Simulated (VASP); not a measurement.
Ca, 4 atoms in the cell. Symmetry: P6_3/mmc, No. 194, hexagonal system. Conventional cell: a = 3.795 Å, b = 3.795 Å, c = 12.438 Å, α = 90.00°, β = 90.00°, γ = 120.00°. Ca (site symmetry -3m) has 12 Ca at 3.80 Å within 5.0 Å. Within 5.0 Å of Ca (site symmetry -6m2) lie 12 Ca at 3.80 Å.  This cell differs from its parent crystal: volume scaled by 0.88.

```yaml
Program: VASP 6.6.1
Task: single point
Functional: revPBE
Potentials_or_basis: VASP PAW PBE potentials, release 64 (Ca_sv)
Cutoff: 520 eV
k_mesh: 10 × 10 × 3
Occupations: fermi-dirac, width 0.1 eV
Spin: no spin polarisation
Dipole_correction: no
Further_INCAR_settings: ALGO = Normal; EDIFF = 1e-06; NBANDS = 28
```

Potentials or basis: VASP PAW PBE potentials, release 64 (Ca_sv).

Command:

```bash
$ cat potpaw_PBE.64/Ca_sv/POTCAR > POTCAR
$ mpirun -np 1 vasp_std > vasp.out
```

Hardware: 1 thread of Oxide Virtual Turin-like Processor (shared host).

**Question.** Estimate the wall time of this run.

**Answer.** Wall time 2.5 min on 1 thread of Oxide Virtual Turin-like Processor, with other jobs on the host, peak memory 0.26 GiB. Counts: scf iterations 14, k points 28.
